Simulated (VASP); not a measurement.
**Ba3Re: single point with PBE**

Crystal: Ba3Re.

```
CELL_PARAMETERS angstrom
5.18769 0.00000 0.00000
0.00000 5.18769 0.00000
0.00000 0.00000 5.18769
ATOMIC_POSITIONS crystal
Ba 0.00000 0.50000 0.50000
Ba 0.50000 0.00000 0.50000
Ba 0.50000 0.50000 0.00000
Re 0.00000 0.00000 0.00000
```

```json
{
 "Program": "VASP 6.6.1",
 "Task": "single point",
 "Functional": "PBE",
 "Potentials or basis": "VASP PAW PBE potentials, release 64 (Ba_sv, Re)",
 "Cutoff": "520 eV",
 "k mesh": "10 × 10 × 10",
 "Occupations": "gaussian, width 0.1 eV",
 "Spin": "no spin polarisation",
 "Dipole correction": "no",
 "Further INCAR settings": "ALGO = Fast; EDIFF = 1e-06; NBANDS = 26"
}
```

```json
{
  "Pressure": "0.9 GPa",
  "Band gap on the k mesh": "zero (an odd number of electrons rules out a gap without spin polarisation)"
}
```

Levels at points of the mesh, in eV from the Fermi level:
```
           k point  band 16  band 17  band 18  band 19  band 20  band 21  band 22  band 23
(0.00, 0.00, 0.00)    -1.58    -1.21    -1.21    -1.21     1.30     1.30     1.30     2.62
(0.50, 0.00, 0.00)    -0.66    -0.55    -0.02    -0.02     0.02     0.45     0.90     0.90
(0.50, 0.50, 0.00)    -0.06    -0.06     0.22     0.22     0.22     0.26     1.11     1.11
(0.50, 0.50, 0.50)    -1.25     0.01     0.01     0.94     0.94     0.94     2.48     2.49
```

Run time: 5.6 min on 1 thread of Intel(R) Xeon(R) Platinum 8559C (Emerald Rapids) (shared host), peak memory 0.38 GiB.

Caveat: spin-orbit coupling is left out, which moves the levels of the heavy elements.
